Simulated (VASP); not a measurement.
CuO:

```xyz
4
Lattice="2.9461 0.0000 0.0000 0.0000 2.9461 0.0000 0.0000 0.0000 5.1566" Properties=species:S:1:pos:R:3 pbc="T T T"
Cu    0.0000    1.4731    0.0000
Cu    1.4731    0.0000    2.5783
O     0.0000    0.0000    1.2892
O     0.0000    0.0000    3.8675
```

Base run:

- Program: VASP 6.6.1
- Functional: PBE
- Potentials or basis: VASP PAW PBE potentials, release 64 (Cu, O)
- Cutoff: 520 eV
- k mesh: 8 × 8 × 6
- Occupations: fermi-dirac, width 0.05 eV
- Spin: no spin polarisation

Its results: band gap on the k mesh zero (band 17 reaches 5.44 eV, above the bottom of band 18 at 4.25 eV); pressure 0.7 GPa.

Task: The run is repeated on the same cell with these changes: potentials or basis from VASP PAW PBE potentials, release 64 (Cu, O) to VASP PAW PBE potentials, release 64 (Cu_sv_GW, O); cutoff from 520 eV to 700 eV; further incar settings from ALGO = Normal; EDIFF = 1e-06; NBANDS = 25 to ALGO = Normal; EDIFF = 1e-06; NBANDS = 33; valence electrons from 34 to 50. What comes out?

Result: Band gap on the k mesh zero (band 25 reaches 5.48 eV, above the bottom of band 26 at 4.30 eV); pressure -2.6 GPa.

Caveats: semilocal functionals often make such compounds metallic where correlation or magnetic order opens a gap, which also shifts bond lengths.
